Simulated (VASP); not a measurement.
# Si2Mo (P6_222) in VASP: a series of runs, part 2 of 2

VASP 6.6.1. Earlier steps stand in the parts before.

### 3 Relaxation of cell and atoms, PBEsol

This run uses another cell than the first one, of 13.31 Å³/atom.

The input, INCAR:

```
ALGO = Normal ; EDIFF = 1E-6
EDIFFG = -0.01 ; ENCUT = 600
GGA = PS ; IBRION = 2
ISIF = 3 ; ISMEAR = -1
LASPH = True ; LCHARG = False
LREAL = False ; LWAVE = False
NELM = 60 ; NSW = 60
PREC = Accurate ; SIGMA = 0.05
```

The input, KPOINTS:

```
k-points
0
Gamma
  5 5 3
```

The input, POSCAR:

```
Si2Mo
1.0
    4.5854715599      0.0000000000      0.0000000000
   -2.2927357800      3.9711348592      0.0000000000
    0.0000000000      0.0000000000      6.5797601000
Mo Si
3 6
Direct
    0.5000000000      0.5000000000      0.8333333333
    0.0000000000      0.5000000000      0.1666666667
    0.5000000000      0.0000000000      0.5000000000
    0.1638729800      0.3277459600      0.5000000000
    0.6722540400      0.8361270200      0.1666666667
    0.8361270200      0.1638729800      0.8333333333
    0.8361270200      0.6722540400      0.5000000000
    0.3277459600      0.1638729800      0.1666666667
    0.1638729800      0.8361270200      0.8333333333
```

Potentials or basis: VASP PAW PBE potentials, release 64 (Mo_sv, Si).

Launch:

```console
$ cat potpaw_PBE.64/Mo_sv/POTCAR potpaw_PBE.64/Si/POTCAR > POTCAR
$ mpirun -np 1 vasp_std > vasp.out
```

OUTCAR:

```text
EDIFF = 1E-6
   EDIFFG = -0.01
   ENCUT = 600
   GGA = PS
   IBRION = 2
   ISIF = 3
   ISMEAR = -1
   LASPH = True
   LREAL = False
   NELM = 60
   NSW = 60
   PREC = Accurate

 ion  position               nearest neighbor table
   1  0.500  0.500  0.833-   4 2.57   7 2.57   5 2.57   8 2.57   9 2.64   6 2.64   9 2.64   6 2.64
                             6 2.67   9 2.67   3 3.17   3 3.17   2 3.17   2 3.17
   2  0.000  0.500  0.167-   4 2.57   7 2.57   6 2.57   9 2.57   8 2.64   5 2.64   5 2.64   8 2.64
                             5 2.67   8 2.67   3 3.17   3 3.17   1 3.17   1 3.17
   3  0.500  0.000  0.500-   6 2.57   9 2.57   8 2.57   5 2.57   4 2.64   7 2.64   7 2.64   4 2.64
                             4 2.67   7 2.67   2 3.17   2 3.17   1 3.17   1 3.17
   4  0.164  0.328  0.500-   6 2.55   8 2.55   1 2.57   2 2.57   7 2.60   3 2.64   3 2.64   3 2.67
                             7 2.67   7 2.67   5 3.15   9 3.15
   5  0.672  0.836  0.167-   7 2.55   6 2.55   3 2.57   1 2.57   8 2.60   2 2.64   2 2.64   2 2.67
                             8 2.67   8 2.67   4 3.15   9 3.15
   6  0.836  0.164  0.833-   4 2.55   5 2.55   3 2.57   2 2.57   9 2.60   1 2.64   1 2.64   1 2.67
                             9 2.67   9 2.67   7 3.15   8 3.15
   7  0.836  0.672  0.500-   9 2.55   5 2.55   1 2.57   2 2.57   4 2.60   3 2.64   3 2.64   3 2.67
                             4 2.67   4 2.67   8 3.15   6 3.15
   8  0.328  0.164  0.167-   4 2.55   9 2.55   3 2.57   1 2.57   5 2.60   2 2.64   2 2.64   2 2.67
                             5 2.67   5 2.67   7 3.15   6 3.15
   9  0.164  0.836  0.833-   7 2.55   8 2.55   3 2.57   2 2.57   6 2.60   1 2.64   1 2.64   1 2.67
                             6 2.67   6 2.67   4 3.15   5 3.15

  LATTYP: Found a hexagonal cell.
 ALAT       =     4.5854715599
 C/A-ratio  =     1.4349146024

  Lattice vectors:

 A1 = (   4.5854715599,   0.0000000000,   0.0000000000)
 A2 = (  -2.2927357800,   3.9711348592,   0.0000000000)
 A3 = (   0.0000000000,   0.0000000000,   6.5797601000)

Analysis of symmetry for initial positions (statically):
=====================================================================
 Subroutine PRICEL returns:
 Original cell was already a primitive cell.

 Routine SETGRP: Setting up the symmetry group for a
 hexagonal supercell.

 Subroutine GETGRP returns: Found 12 space group operations
 (whereof  4 operations were pure point group operations)
 out of a pool of 24 trial point group operations.

The static configuration has the point symmetry D_2 .
[... 131 lines left out ...]
   IALGO  =     38    algorithm
   IMIX   =      4    mixing-type and parameters
     AMIX     =   0.40;   BMIX     =  1.00
     AMIX_MAG =   1.60;   BMIX_MAG =  1.00
  volume/ion in A,a.u.               =      13.31        89.84
  Fermi-wavevector in a.u.,A,eV,Ry     =   1.342002  2.536017 24.503685  1.800970
  Thomas-Fermi vector in A             =   2.470191
   LORBIT       =      0    0 simple, 1 ext, 2 COOP (PROOUT), +10 PAW based schemes
   GGA     = PS    functional components
   LHFCALC =     F    Hartree Fock is set to
   AEXX    =    0.0000 exact exchange contribution
   IVDW    =     0    specifies the selected vdW correction
   LEPSILON=     F    determine dielectric tensor
   LRPA    =     F    only Hartree local field effects (RPA)
 conjugate gradient relaxation of ions
 non-spin polarized calculation
  energy-cutoff  :      600.00
  volume of cell :      119.81
 maximum number of plane-waves:      4011
 NGX is ok and might be reduce to    40
   NGX = 19   NGY = 19   NGZ = 27

--------------------------------------- Ionic step        1  -------------------------------------------

 number of electron      65.9999993 magnetization

 Free energy of the ion-electron system (eV)
  ---------------------------------------------------
  ext. energy  EPLUGINS =         0.00000000
  ---------------------------------------------------
  free energy    TOTEN  =       -74.99541006 eV

  energy without entropy =      -74.99515123  energy(sigma->0) =      -74.99528064

------------------------ aborting loop because EDIFF is reached ----------------------------------------

  FORCE on cell =-STRESS in cart. coord.  units (eV):
  Direction    XX          YY          ZZ          XY          YZ          ZX
  --------------------------------------------------------------------------------------
  -------------------------------------------------------------------------------------
  Total       -0.8397083     -0.8397083     -0.9883190      0.0000000      0.0000000      0.0000000
  in kB      -11.2287223    -11.2287223    -13.2159691      0.0000000      0.0000000      0.0000000
  external PRESSURE =     -11.8911379 kB  Pullay stress =       0.0000000 kB
[... 159 lines left out ...]
--------------------------------------- Ionic step        5  -------------------------------------------

 number of electron      65.9999993 magnetization

 Free energy of the ion-electron system (eV)
  ---------------------------------------------------
  ext. energy  EPLUGINS =         0.00000000
  ---------------------------------------------------
  free energy    TOTEN  =       -74.99818961 eV

  energy without entropy =      -74.99794475  energy(sigma->0) =      -74.99806718

 E-fermi :  12.8525     XC(G=0): -12.5686

 val. band max:       12.5551307546   @ k =   0.0000   0.0000   0.3333
 cond. band min:      13.1696561181   @ k =   0.4000  -0.0000   0.0000
 fundamental gap:      0.6145253636
 Fermi energy:        12.8525100544

 k-point     1 :       0.0000    0.0000    0.0000
  band No.  band energies     occupation
      1     -48.1332      2.00000
      2     -48.1017      2.00000
      3     -48.1017      2.00000
      4     -22.4148      2.00000
      5     -22.4107      2.00000
      6     -22.4107      2.00000
[... 445 lines left out ...]
  FREE ENERGIE OF THE ION-ELECTRON SYSTEM (eV)
  ---------------------------------------------------
  free  energy   TOTEN  =       -74.9981896129 eV

  energy  without entropy=      -74.9979447535  energy(sigma->0) =      -74.99806718

 reached required accuracy - stopping structural energy minimisation
```

It took 4 min on 1 thread of Intel Xeon 8259CL, shared host; peak memory 0.31 GiB.

What came out:

```
Free energy                           : -74.9982 eV
Relaxed volume                        : 13.24 Å³/atom
Relaxed cell                          : a = 4.578 Å, b = 4.578 Å, c = 6.567 Å, α = 90.00°, β = 90.00°, γ = 120.00°
Space group after relaxing (to 0.1 Å) : P6_222 (No. 180)
Energy gained by relaxing             : 0.3 meV/atom
Ionic steps                           : 5
Pressure after relaxing               : 0.0 GPa
Largest force after relaxing          : 0.009 eV/Å
Band gap on the k mesh                : 0.61 eV (least direct gap 0.91 eV)
```

Forces on the atoms (eV/Å):
```
Mo   0.000  0.000  0.000
Mo   0.000  0.000  0.000
Mo   0.000  0.000  0.000
Si   0.000  0.009  0.000
Si  -0.007 -0.004  0.000
Si  -0.007  0.004  0.000
Si   0.000 -0.009  0.000
Si   0.007  0.004  0.000
Si   0.007 -0.004  0.000
```

Step by step:
| step | energy change (eV) | largest force (eV/Å) | pressure (GPa) | volume (Å³) |
| --- | --- | --- | --- | --- |
| 1 | 0.0000 | 0.0450 | -1.19 | 119.81 |
| 2 | 0.0039 | 0.0020 | 2.02 | 118.11 |
| 3 | -0.0026 | 0.0287 | 0.04 | 119.15 |
| 4 | -0.0026 | 0.0290 | 0.01 | 119.16 |
| 5 | -0.0028 | 0.0086 | -0.01 | 119.18 |

Final structure:
```cif
data_structure
_symmetry_space_group_name_H-M 'P 1'
_symmetry_Int_Tables_number 1
_cell_length_a 4.5777
_cell_length_b 4.5777
_cell_length_c 6.5669
_cell_angle_alpha 90.000
_cell_angle_beta 90.000
_cell_angle_gamma 120.000
_cell_volume 119.18
loop_
_atom_site_label
_atom_site_type_symbol
_atom_site_fract_x
_atom_site_fract_y
_atom_site_fract_z
_atom_site_occupancy
Mo1 Mo 0.50000 0.50000 0.83333 1
Mo2 Mo 0.00000 0.50000 0.16667 1
Mo3 Mo 0.50000 0.00000 0.50000 1
Si1 Si 0.16413 0.32826 0.50000 1
Si2 Si 0.67174 0.83587 0.16667 1
Si3 Si 0.83587 0.16413 0.83333 1
Si4 Si 0.83587 0.67174 0.50000 1
Si5 Si 0.32826 0.16413 0.16667 1
Si6 Si 0.16413 0.83587 0.83333 1
```

Caveat: the PAW data sets were made with another functional, which shifts forces and pressure a little.
